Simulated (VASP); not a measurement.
Input of a VASP 6.6.1 run:

File INCAR:

```
SYSTEM = Al
  PREC = Accurate
  ENCUT = 600
  EDIFF = 1E-6
  ISMEAR = -1
  SIGMA = 0.15
  LREAL = .FALSE.
  LASPH = .TRUE.
  NELM = 80
  ALGO = Normal
  ISIF = 3
  LWAVE = .FALSE.
  LCHARG = .FALSE.
  GGA = PS
  IBRION = 2
  NSW = 80
  EDIFFG = -0.001
```

Contents of KPOINTS:

```
Automatic mesh
0
G
  18 18 18
  0 0 0
```

File POSCAR:

```
Al
1.0
    0.0000000000      2.0075591387      2.0075591387
    2.0075591387      0.0000000000      2.0075591387
    2.0075591387      2.0075591387      0.0000000000
Al
1
Direct
    0.0000000000      0.0000000000      0.0000000000
```

Potentials or basis: VASP PAW PBE potentials, release 64 (Al).

Run with:

```bash
$ cat potpaw_PBE.64/Al/POTCAR > POTCAR
$ mpirun -np 1 vasp_std > vasp.out
```

Q: Predict the space group after relaxing (to 0.1 Å).

A: Fm-3m (No. 225).

Q: Predict the relaxed volume.

A: 16.21 Å³/atom.

Q: What does it give for the relaxed cell?

A: a = 2.841 Å, b = 2.841 Å, c = 2.841 Å, α = 60.00°, β = 60.00°, γ = 60.00°.

Q: What does it give for the band gap on the k mesh?

A: Zero (an odd number of electrons rules out a gap without spin polarisation).

Final structure:
```
Al
1.0
     0.00000    2.00869    2.00869
     2.00869    0.00000    2.00869
     2.00869    2.00869    0.00000
Al
1
Direct
  0.00000 0.00000 0.00000
```

Caveat: the PAW data sets were made with another functional, which shifts forces and pressure a little.
